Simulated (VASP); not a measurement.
**Lu: relaxation of cell and atoms with PBEsol**

Crystal: Lu.

```xyz
1
Lattice="3.1900 0.0000 0.0000 0.0000 3.1900 0.0000 0.0000 0.0000 3.1900" Properties=species:S:1:pos:R:3 pbc="T T T"
Lu    0.0000    0.0000    0.0000
```

```
Program                : VASP 6.6.1
Task                   : relaxation of cell and atoms
Functional             : PBEsol
Potentials or basis    : VASP PAW PBE potentials, release 64 (Lu)
Cutoff                 : 600 eV
k mesh                 : 6 × 6 × 6
Occupations            : gaussian, width 0.05 eV
Spin                   : no spin polarisation
Dipole correction      : no
Further INCAR settings : ALGO = Normal; EDIFF = 1e-06; IBRION = 2; EDIFFG = -0.03; NSW = 80; ISIF = 3
```

```yaml
Relaxed_volume: 29.44 Å³/atom
Relaxed_cell: a = 3.088 Å, b = 3.088 Å, c = 3.088 Å, α = 90.00°, β = 90.00°, γ = 90.00°
Space_group_after_relaxing_to_0.05_Å: Pm-3m (No. 221)
Energy_gained_by_relaxing: 7.0 meV/atom
Ionic_steps: 7
Pressure_after_relaxing: 0.1 GPa
```

The path:
```
step  energy change (eV)  largest force (eV/Å)  pressure (GPa)  volume (Å³)
   1              0.0000                0.0000           -0.68        32.46
   2             -0.0019                0.0000           -0.78        31.82
   3             -0.0063                0.0000           -0.38        29.94
   4              0.0326                0.0000            4.17        26.42
   5             -0.0070                0.0000           -0.19        29.60
   6             -0.0069                0.0000            0.18        29.28
   7             -0.0070                0.0000            0.08        29.44
```

Final structure:
```
Lu
1.0
     3.08764    0.00000    0.00000
     0.00000    3.08764    0.00000
     0.00000    0.00000    3.08764
Lu
1
Cartesian
  0.0000 0.0000 0.0000
```

Levels at points of the mesh, in eV from the Fermi level:
```
           k point  band 10  band 11  band 12  band 13  band 14  band 15  band 16
(0.00, 0.00, 0.00)    -5.26    -5.26    -5.23    -0.65    -0.65     6.61     6.61
(0.50, 0.00, 0.00)    -5.20    -5.20    -2.83    -0.32     0.22     3.39     3.39
(0.50, 0.50, 0.00)    -5.21    -5.20    -2.19    -0.21     3.71     3.71     4.10
(0.50, 0.50, 0.50)    -5.23    -5.23    -0.69    -0.69    -0.69     6.20     8.53
```

Wall time 86 s on 1 thread of Intel(R) Xeon(R) Platinum 8375C CPU @ 2.90GHz (Ice Lake) (shared host), peak memory 0.18 GiB.

Caveat: the PAW data sets were made with another functional, which shifts forces and pressure a little; spin-orbit coupling is left out, which moves the levels of the heavy elements.
